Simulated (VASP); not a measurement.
A run of VASP 6.6.1 is set up as follows.

Contents of INCAR:

```
SYSTEM = Ag
  ALGO = Normal
  EDIFF = 1E-6
  ENCUT = 520
  GGA = PE
  ISIF = 2
  ISMEAR = -1
  LASPH = .TRUE.
  LCHARG = .TRUE.
  LELF = .TRUE.
  LREAL = .FALSE.
  LVHAR = .TRUE.
  LWAVE = .FALSE.
  NBANDS = 12
  NELM = 100
  PREC = Accurate
  SIGMA = 0.1
```

The input KPOINTS:

```
k-points
0
G
  16 16 16
  0 0 0
```

POSCAR

```
Ag
1.0
    0.0000000000      1.6679057328      1.6679057328
    1.6679057328      0.0000000000      1.6679057328
    1.6679057328      1.6679057328      0.0000000000
Ag
1
Direct
    0.0000000000      0.0000000000      0.0000000000
```

Potentials or basis: VASP PAW PBE potentials, release 64 (Ag).

Command:

```console
$ cat potpaw_PBE.64/Ag/POTCAR > POTCAR
$ mpirun -np 1 vasp_std > vasp.out
```

Question: What does it give for the pressure?

Answer: 368.4 GPa.
